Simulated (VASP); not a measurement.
# Ca in VASP: further runs

Runs on Ca. Level: PBEsol. Tasks: single point.

All numbers are computed with VASP 6.6.1; they aren't measurements. Logs are shortened: lines on timing, memory, paths and dates and some standing lists are left out, and cuts for length are marked.

**1. The cell of the first run**

The structure is cubic, space group Fm-3m (No. 225). The conventional cell has a = 5.698 Å, b = 5.698 Å, c = 5.698 Å, α = 90.00°, β = 90.00°, γ = 90.00°. Ca (site symmetry m-3m) has 12 Ca at 4.03 Å within 5.3 Å.

**2. Single point, PBEsol (46.25 Å³/atom)**

Input file INCAR:

```
PREC     = Accurate       # precision mode
ENCUT    = 520            # plane-wave cutoff, eV
EDIFF    = 1E-6           # SCF threshold, eV
ISMEAR   = -1             # smearing method
SIGMA    = 0.05           # smearing width, eV
LREAL    = False          # projectors in reciprocal space
LASPH    = True           # aspherical terms in the spheres
NELM     = 80             # most SCF steps
ALGO     = Normal         # electronic algorithm
ISIF     = 2              # what is computed and relaxed
LWAVE    = False          # write WAVECAR
LCHARG   = False          # write CHGCAR
GGA      = PS             # functional
NBANDS   = 11             # bands
```

Input file KPOINTS:

```
regular mesh
0
Gamma
  11 11 11
```

Input file POSCAR:

```
Ca
1.0
    0.0000000000      2.8490021484      2.8490021484
    2.8490021484      0.0000000000      2.8490021484
    2.8490021484      2.8490021484      0.0000000000
Ca
1
Direct
    0.0000000000      0.0000000000      0.0000000000
```

Potentials or basis: VASP PAW PBE potentials, release 64 (Ca_sv).

Run with:

```sh
$ cat potpaw_PBE.64/Ca_sv/POTCAR > POTCAR
$ mpirun -np 1 vasp_std > vasp.out
```

OUTCAR:

```text
PREC = Accurate
   ENCUT = 520
   EDIFF = 1E-6
   ISMEAR = -1
   LREAL = False
   LASPH = True
   NELM = 80
   ISIF = 2
   GGA = PS

 ion  position               nearest neighbor table
   1  0.000  0.000  0.000-

  LATTYP: Found a face centered cubic cell.
 ALAT       =     5.6980042968

  Lattice vectors:

 A1 = (   0.0000000000,   2.8490021484,   2.8490021484)
 A2 = (   2.8490021484,   0.0000000000,   2.8490021484)
 A3 = (   2.8490021484,   2.8490021484,   0.0000000000)

Analysis of symmetry for initial positions (statically):
=====================================================================
 Subroutine PRICEL returns:
 Original cell was already a primitive cell.

 Routine SETGRP: Setting up the symmetry group for a
 face centered cubic supercell.

 Subroutine GETGRP returns: Found 48 space group operations
 (whereof 48 operations were pure point group operations)
 out of a pool of 48 trial point group operations.

The static configuration has the point symmetry O_h .

Analysis of symmetry for dynamics (positions and initial velocities):
=====================================================================
 Subroutine PRICEL returns:
 Original cell was already a primitive cell.

 Routine SETGRP: Setting up the symmetry group for a
 face centered cubic supercell.

 Subroutine GETGRP returns: Found 48 space group operations
 (whereof 48 operations were pure point group operations)
 out of a pool of 48 trial point group operations.

The dynamic configuration has the point symmetry O_h .

 Subroutine INISYM returns: Found 48 space group operations
 (whereof 48 operations are pure point group operations),
 and found     1 'primitive' translations

----------------------------------------------------------------------------------------

                                     Primitive cell

  volume of cell :      46.2496

  direct lattice vectors                    reciprocal lattice vectors
     0.000000000  2.849002148  2.849002148    -0.175500043  0.175500043  0.175500043
     2.849002148  0.000000000  2.849002148     0.175500043 -0.175500043  0.175500043
     2.849002148  2.849002148  0.000000000     0.175500043  0.175500043 -0.175500043

  length of vectors
     4.029097477  4.029097477  4.029097477     0.303974991  0.303974991  0.303974991

  position of ions in fractional coordinates (direct lattice)
[... 73 lines left out ...]
   LSORBIT =      F    spin-orbit coupling
   LASPH  =      T    aspherical Exc in radial PAW
   ENCUT  =  520.0 eV  38.22 Ry    6.18 a.u.   7.49  7.49  7.49*2*pi/ulx,y,z
   NELM   =     80;   NELMIN=  2; NELMDL= -5     # of ELM steps
   EDIFF  = 0.1E-05   stopping-criterion for ELM
   LREAL  =      F    real-space projection
[... 7 lines left out ...]
   TEBEG  =    0.0;   TEEND  =   0.0 temperature during run
   PSTRESS=    0.0 pullay stress
   NELECT =      10.0000    total number of electrons
   NUPDOWN=      -1.0000    fix difference up-down
   EMIN   =  10.00;   EMAX   =-10.00  energy-range for DOS
   EFERMI =   0.00;   METHOD = LEGACY
   ISMEAR =    -1;   SIGMA  =   0.05  broadening in eV -4-tet -1-fermi 0-gaus
   EFERMI_NEDOS =   21; number of points for ismear=-14 and -15
   IALGO  =     38    algorithm
   IMIX   =      4    mixing-type and parameters
     AMIX     =   0.40;   BMIX     =  1.00
     AMIX_MAG =   1.60;   BMIX_MAG =  1.00
  volume/ion in A,a.u.               =      46.25       312.11
  Fermi-wavevector in a.u.,A,eV,Ry     =   0.982589  1.856825 13.136178  0.965482
  Thomas-Fermi vector in A             =   2.113683
   LORBIT       =      0    0 simple, 1 ext, 2 COOP (PROOUT), +10 PAW based schemes
   GGA     = PS    functional components
   LHFCALC =     F    Hartree Fock is set to
   AEXX    =    0.0000 exact exchange contribution
   IVDW    =     0    specifies the selected vdW correction
   LEPSILON=     F    determine dielectric tensor
   LRPA    =     F    only Hartree local field effects (RPA)
 non-spin polarized calculation
  energy-cutoff  :      520.00
  volume of cell :       46.25
 maximum number of plane-waves:      1267
 NGX is ok and might be reduce to    30
   NGX = 15   NGY = 15   NGZ = 15

 number of electron      10.0000003 magnetization

 Free energy of the ion-electron system (eV)
  ---------------------------------------------------
  ext. energy  EPLUGINS =         0.00000000
  ---------------------------------------------------
  free energy    TOTEN  =        -2.10407826 eV

  energy without entropy =       -2.09262199  energy(sigma->0) =       -2.09835013

 E-fermi :   1.5434     XC(G=0):  -7.5256

 val. band max:        1.5206298022   @ k =   0.4545   0.0000   0.0000
 cond. band min:       1.5626079471   @ k =  -0.3636   0.2727   0.0909
 fundamental gap:      0.0419781449
 Fermi energy:         1.5434210341

 k-point     1 :       0.0000    0.0000    0.0000
  band No.  band energies     occupation
      1     -40.5136      2.00000
      2     -21.5139      2.00000
      3     -21.5139      2.00000
      4     -21.5139      2.00000
      5      -2.3224      2.00000
      6       3.7482      0.00000
      7       3.7482      0.00000
      8       3.7482      0.00000
      9       4.7136      0.00000
     10       4.7136      0.00000
     11      10.2875      0.00000
[... 309 lines left out ...]
 k-point    24 :      -0.1818    0.1818    0.0000
  band No.  band energies     occupation
      1     -40.5076      2.00000
      2     -21.5686      2.00000
      3     -21.5373      2.00000
      4     -21.5211      2.00000
      5      -0.9980      2.00000
      6       2.8208      0.00000
      7       3.5204      0.00000
      8       4.2071      0.00000
      9       4.2628      0.00000
     10       5.1465      0.00000
     11       8.3905      0.00000

 [... further k-points ...]

------------------------ aborting loop because EDIFF is reached ----------------------------------------

  FORCE on cell =-STRESS in cart. coord.  units (eV):
  Direction    XX          YY          ZZ          XY          YZ          ZX
  --------------------------------------------------------------------------------------
  -------------------------------------------------------------------------------------
  Total       -0.5513477     -0.5513477     -0.5513477      0.0000000      0.0000000     -0.0000000
  in kB      -19.0997561    -19.0997561    -19.0997561      0.0000000      0.0000000     -0.0000000
  external PRESSURE =     -19.0997561 kB  Pullay stress =       0.0000000 kB

 VOLUME and BASIS-vectors are now :
 -----------------------------------------------------------------------------
  energy-cutoff  :      520.00
  volume of cell :       46.25
      direct lattice vectors                 reciprocal lattice vectors
     0.000000000  2.849002148  2.849002148    -0.175500043  0.175500043  0.175500043
     2.849002148  0.000000000  2.849002148     0.175500043 -0.175500043  0.175500043
     2.849002148  2.849002148  0.000000000     0.175500043  0.175500043 -0.175500043

 POSITION                                       TOTAL-FORCE (eV/Angst)
 -----------------------------------------------------------------------------------
      0.00000      0.00000      0.00000         0.000000      0.000000      0.000000
 -----------------------------------------------------------------------------------
    total drift:                               -0.000000     -0.000000      0.000000

  FREE ENERGIE OF THE ION-ELECTRON SYSTEM (eV)
  ---------------------------------------------------
  free  energy   TOTEN  =        -2.1040782611 eV

  energy  without entropy=       -2.0926219947  energy(sigma->0) =       -2.09835013
```

OSZICAR:

```text
N       E                     dE             d eps       ncg     rms          rms(c)
DAV:   1     0.657130012227E+02    0.65713E+02   -0.49058E+03  1232   0.810E+02
DAV:   2    -0.455683410367E+00   -0.66169E+02   -0.65669E+02  1361   0.208E+02
DAV:   3    -0.202590651715E+01   -0.15702E+01   -0.15489E+01  1832   0.303E+01
DAV:   4    -0.210585244701E+01   -0.79946E-01   -0.79577E-01  1554   0.552E+00
DAV:   5    -0.210747514105E+01   -0.16227E-02   -0.16224E-02  1785   0.721E-01    0.234E+00
DAV:   6    -0.210537480989E+01    0.21003E-02   -0.71912E-03  1482   0.101E+00    0.141E+00
DAV:   7    -0.210420112388E+01    0.11737E-02   -0.14013E-02  1295   0.146E+00    0.873E-02
DAV:   8    -0.210407119790E+01    0.12993E-03   -0.10064E-03  1505   0.265E-01    0.191E-02
DAV:   9    -0.210407767599E+01   -0.64781E-05   -0.77748E-05  1616   0.749E-02    0.620E-03
DAV:  10    -0.210407826109E+01   -0.58510E-06   -0.65496E-06  1810   0.222E-02
   1 F= -.21040783E+01 E0= -.20983501E+01  d E =-.114563E-01
```

stdout:

```text
POSCAR found type information on POSCAR Ca
 POSCAR found :  1 types and       1 ions
 scaLAPACK will be used
 -----------------------------------------------------------------------------
|                                                                             |
|                                                                             |
|     You enforced a specific xc type in the INCAR file but a different       |
|     I HOPE YOU KNOW WHAT YOU ARE DOING!                                     |
|                                                                             |
 -----------------------------------------------------------------------------

 LDA part: xc-table for (Slater+PW92), standard interpolation
 POSCAR, INCAR and KPOINTS ok, starting setup
 FFT: planning ... GRIDC
 FFT: planning ... GRID_SOFT
 FFT: planning ... GRID
 WAVECAR not read
 entering main loop
```

It took 23 s on 1 thread of Intel Xeon Platinum 8259CL at 2.50GHz (Skylake/Cascade Lake), shared host; peak memory 0.18 GiB.

What came out:

| Quantity | Value |
| --- | --- |
| Free energy | -2.1041 eV |
| Pressure | -1.9 GPa |
| Band gap on the k mesh | zero (bands 5 and 6 overlap by 0.35 eV) |

Levels at points of the mesh, in eV from the Fermi level:
| k point | band 2 | band 3 | band 4 | band 5 | band 6 | band 7 | band 8 | band 9 |
| --- | --- | --- | --- | --- | --- | --- | --- | --- |
| (0.00, 0.00, 0.00) | -23.06 | -23.06 | -23.06 | -3.87 | 2.20 | 2.20 | 2.20 | 3.17 |

Caveat: the PAW data sets were made with another functional, which shifts forces and pressure a little.

**3. Single point, PBEsol (equal xx and yy strain of -2 %)**

Input file INCAR:

```
  PREC = Accurate
  ENCUT = 520
  EDIFF = 1E-7
  ISMEAR = -1
  SIGMA = 0.05
  LREAL = F
  LASPH = T
  NELM = 60
  ALGO = Normal
  ISIF = 2
  LWAVE = F
  LCHARG = F
  GGA = PS
  NBANDS = 11
```

KPOINTS is that of step 2.

Input file POSCAR:

```
Ca
1.0
    0.0000000000      2.7383160000      2.7942000000
    2.7383160000      0.0000000000      2.7942000000
    2.7383160000      2.7383160000      0.0000000000
Ca
1
Direct
    0.0000000000      0.0000000000      0.0000000000
```

Potentials or basis: VASP PAW PBE potentials, release 64 (Ca_sv).

Run with:

```sh
$ cat potpaw_PBE.64/Ca_sv/POTCAR > POTCAR
$ mpirun -np 1 vasp_std > vasp.out
```

OUTCAR:

```text
PREC = Accurate
   ENCUT = 520
   EDIFF = 1E-7
   ISMEAR = -1
   LREAL = F
   LASPH = T
   NELM = 60
   ISIF = 2
   GGA = PS

 ion  position               nearest neighbor table
   1  0.000  0.000  0.000-

  LATTYP: Found a body centered tetragonal cell.
 ALAT       =     3.8725636253
 C/A-ratio  =     1.4430750636

  Lattice vectors:

 A1 = (  -2.7383160000,   0.0000000000,   2.7942000000)
 A2 = (   2.7383160000,   0.0000000000,   2.7942000000)
 A3 = (   0.0000000000,   2.7383160000,  -2.7942000000)

Analysis of symmetry for initial positions (statically):
=====================================================================
 Subroutine PRICEL returns:
 Original cell was already a primitive cell.

 Routine SETGRP: Setting up the symmetry group for a
 body centered tetragonal supercell.

 Subroutine GETGRP returns: Found 16 space group operations
 (whereof 16 operations were pure point group operations)
 out of a pool of 16 trial point group operations.

The static configuration has the point symmetry D_4h.

Analysis of symmetry for dynamics (positions and initial velocities):
=====================================================================
 Subroutine PRICEL returns:
 Original cell was already a primitive cell.

 Routine SETGRP: Setting up the symmetry group for a
 body centered tetragonal supercell.

 Subroutine GETGRP returns: Found 16 space group operations
 (whereof 16 operations were pure point group operations)
 out of a pool of 16 trial point group operations.

The dynamic configuration has the point symmetry D_4h.

 Subroutine INISYM returns: Found 16 space group operations
 (whereof 16 operations are pure point group operations),
 and found     1 'primitive' translations

[... 115 lines left out ...]
  Thomas-Fermi vector in A             =   2.148732
   LORBIT       =      0    0 simple, 1 ext, 2 COOP (PROOUT), +10 PAW based schemes
   GGA     = PS    functional components
   LHFCALC =     F    Hartree Fock is set to
   AEXX    =    0.0000 exact exchange contribution
   IVDW    =     0    specifies the selected vdW correction
   LEPSILON=     F    determine dielectric tensor
   LRPA    =     F    only Hartree local field effects (RPA)
 non-spin polarized calculation
  energy-cutoff  :      520.00
  volume of cell :       41.90
 maximum number of plane-waves:      1144
 NGX is ok and might be reduce to    30
   NGX = 15   NGY = 15   NGZ = 15

 number of electron      10.0000000 magnetization

 Free energy of the ion-electron system (eV)
  ---------------------------------------------------
  ext. energy  EPLUGINS =         0.00000000
  ---------------------------------------------------
  free energy    TOTEN  =        -2.13748754 eV

  energy without entropy =       -2.12652981  energy(sigma->0) =       -2.13200868

 E-fermi :   1.9130     XC(G=0):  -7.8325

 val. band max:        1.9048162709   @ k =  -0.3636   0.3636   0.0909
 cond. band min:       1.9188665472   @ k =  -0.3636   0.2727   0.0909
 fundamental gap:      0.0140502763
 Fermi energy:         1.9130299944

 k-point     1 :       0.0000    0.0000    0.0000
  band No.  band energies     occupation
      1     -39.9073      2.00000
      2     -20.8996      2.00000
      3     -20.8978      2.00000
      4     -20.8978      2.00000
      5      -2.1286      2.00000
      6       4.1925      0.00000
      7       4.2858      0.00000
      8       4.2858      0.00000
      9       5.2786      0.00000
     10       5.4008      0.00000
     11      11.0800      0.00000
[... 309 lines left out ...]
 k-point    24 :      -0.1818    0.1818    0.0000
  band No.  band energies     occupation
      1     -39.8976      2.00000
      2     -20.9808      2.00000
      3     -20.9322      2.00000
      4     -20.9066      2.00000
      5      -0.6851      2.00000
      6       3.2102      0.00000
      7       3.9767      0.00000
      8       4.7983      0.00000
      9       4.8589      0.00000
     10       5.8263      0.00000
     11       9.3483      0.00000

 [... further k-points ...]

------------------------ aborting loop because EDIFF is reached ----------------------------------------

  FORCE on cell =-STRESS in cart. coord.  units (eV):
  Direction    XX          YY          ZZ          XY          YZ          ZX
  --------------------------------------------------------------------------------------
  -------------------------------------------------------------------------------------
  Total       -0.1279040     -0.1279040     -0.1719812      0.0000000      0.0000000     -0.0000000
  in kB       -4.8903509     -4.8903509     -6.5756225      0.0000000      0.0000000     -0.0000000
  external PRESSURE =      -5.4521081 kB  Pullay stress =       0.0000000 kB

 VOLUME and BASIS-vectors are now :
 -----------------------------------------------------------------------------
  energy-cutoff  :      520.00
  volume of cell :       41.90
      direct lattice vectors                 reciprocal lattice vectors
     0.000000000  2.738316000  2.794200000    -0.182593974  0.182593974  0.178942094
     2.738316000  0.000000000  2.794200000     0.182593974 -0.182593974  0.178942094
     2.738316000  2.738316000  0.000000000     0.182593974  0.182593974 -0.178942094

 POSITION                                       TOTAL-FORCE (eV/Angst)
 -----------------------------------------------------------------------------------
      0.00000      0.00000      0.00000         0.000000      0.000000      0.000000
 -----------------------------------------------------------------------------------
    total drift:                               -0.000000     -0.000000     -0.000000

  FREE ENERGIE OF THE ION-ELECTRON SYSTEM (eV)
  ---------------------------------------------------
  free  energy   TOTEN  =        -2.1374875390 eV

  energy  without entropy=       -2.1265298111  energy(sigma->0) =       -2.13200868
```

OSZICAR:

```text
N       E                     dE             d eps       ncg     rms          rms(c)
DAV:   1     0.670372013862E+02    0.67037E+02   -0.49562E+03  2772   0.819E+02
DAV:   2    -0.630098292199E+00   -0.67667E+02   -0.66984E+02  3030   0.208E+02
DAV:   3    -0.207779043721E+01   -0.14477E+01   -0.14321E+01  4073   0.305E+01
DAV:   4    -0.214515228980E+01   -0.67362E-01   -0.67146E-01  3569   0.516E+00
DAV:   5    -0.214663814624E+01   -0.14859E-02   -0.14857E-02  3935   0.658E-01    0.227E+00
DAV:   6    -0.214060205222E+01    0.60361E-02   -0.77110E-03  3456   0.102E+00    0.136E+00
DAV:   7    -0.213763442232E+01    0.29676E-02   -0.13892E-02  2952   0.143E+00    0.890E-02
DAV:   8    -0.213748282531E+01    0.15160E-03   -0.10600E-03  3412   0.280E-01    0.188E-02
DAV:   9    -0.213748759216E+01   -0.47669E-05   -0.65901E-05  3574   0.711E-02    0.579E-03
DAV:  10    -0.213748783778E+01   -0.24562E-06   -0.58345E-06  4432   0.200E-02    0.652E-04
DAV:  11    -0.213748747330E+01    0.36449E-06   -0.15013E-07  2746   0.382E-03    0.525E-04
DAV:  12    -0.213748753900E+01   -0.65701E-07   -0.28848E-08  1989   0.138E-03
   1 F= -.21374875E+01 E0= -.21320087E+01  d E =-.109577E-01
```

Wall time 70 s (1 thread of AMD EPYC 7R43 (Zen 3), shared host); peak memory 0.17 GiB.

Results:

```
Free energy            : -2.1375 eV
Pressure               : -0.5 GPa
Band gap on the k mesh : zero (bands 5 and 6 overlap by 0.27 eV)
```

Stress tensor (GPa, compression positive):
```
-0.49  0.00  0.00
 0.00 -0.49  0.00
 0.00  0.00 -0.66
```

Levels at points of the mesh, in eV from the Fermi level:
```csv
k point,band 2,band 3,band 4,band 5,band 6,band 7,band 8,band 9
"(0.00, 0.00, 0.00)",-22.81,-22.81,-22.81,-4.04,2.28,2.37,2.37,3.37
```

Caveat: the cell differs from its parent crystal (equal xx and yy strain of -2 %); the PAW data sets were made with another functional, which shifts forces and pressure a little.

The gap in the log of VASP goes by the Fermi energy; the results here count the filled bands.